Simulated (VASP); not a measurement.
Write the native input for VASP 6.6.1 that does the following.

| Property | Result |
| --- | --- |
| Task | single point |
| Functional | PBE |
| Potentials or basis | VASP PAW PBE potentials, release 64 (Ga_d, O) |
| Cutoff | 520 eV |
| k mesh | 4 × 4 × 4 |
| Occupations | gaussian, width 0.1 eV |
| Spin | collinear spin, ferromagnetic start |
| Starting moments | [0.0, 0.0, 0.0, 1.0, 1.0] μB |
| Dipole correction | no |
| Further INCAR settings | ALGO = Normal; EDIFF = 1e-07; NBANDS = 38 |

The structure of Ga3O2 lies in POSCAR:

```
Ga3O2
1.0
    0.0000000000      3.6398816600      3.3475846800
    3.5778551200      0.0000000000      3.3475846800
    3.5778551200      3.6398816600      0.0000000000
Ga O
3 2
Direct
    0.1219968700      0.1219968700      0.8780031300
    0.4366664600      0.4366664600      0.0633335400
    0.9366664600      0.9366664600      0.5633335400
    0.7709920800      0.9842611100      0.2290079200
    0.9842611100      0.7709920800      0.0157388900
```

One way to write it, as run:

INCAR

```
  PREC = Accurate
  ENCUT = 520
  EDIFF = 1E-7
  ISMEAR = 0
  SIGMA = 0.1
  LREAL = False
  LASPH = True
  NELM = 150
  ALGO = Normal
  ISIF = 2
  LWAVE = False
  LCHARG = False
  ISPIN = 2
  MAGMOM = 0 0 0 1 1
  LORBIT = 11
  GGA = PE
  NBANDS = 38
```

KPOINTS

```
regular mesh
0
Gamma
  4 4 4
```

Potentials or basis: VASP PAW PBE potentials, release 64 (Ga_d, O).

Launch:

```bash
$ cat potpaw_PBE.64/Ga_d/POTCAR potpaw_PBE.64/O/POTCAR > POTCAR
$ mpirun -np 1 vasp_std > vasp.out
```

Results of the run:

```json
{
  "Pressure": "15.7 GPa",
  "Largest force": "7.391 eV/Å",
  "Net moment": "0.00 μB per cell",
  "Valence electrons inside the program's atomic spheres": "Ga 11.81, 11.47; O 4.97"
}
```

Caveat: the k points lie up to 0.39 Å⁻¹ apart; forces of over 1 eV/Å act on the atoms, so gaps and moduli don't describe the material at rest.

Wall time 67 s on 1 thread of Intel(R) Xeon(R) 6975P-C (Granite Rapids), with other jobs on the host, peak memory 0.31 GiB.
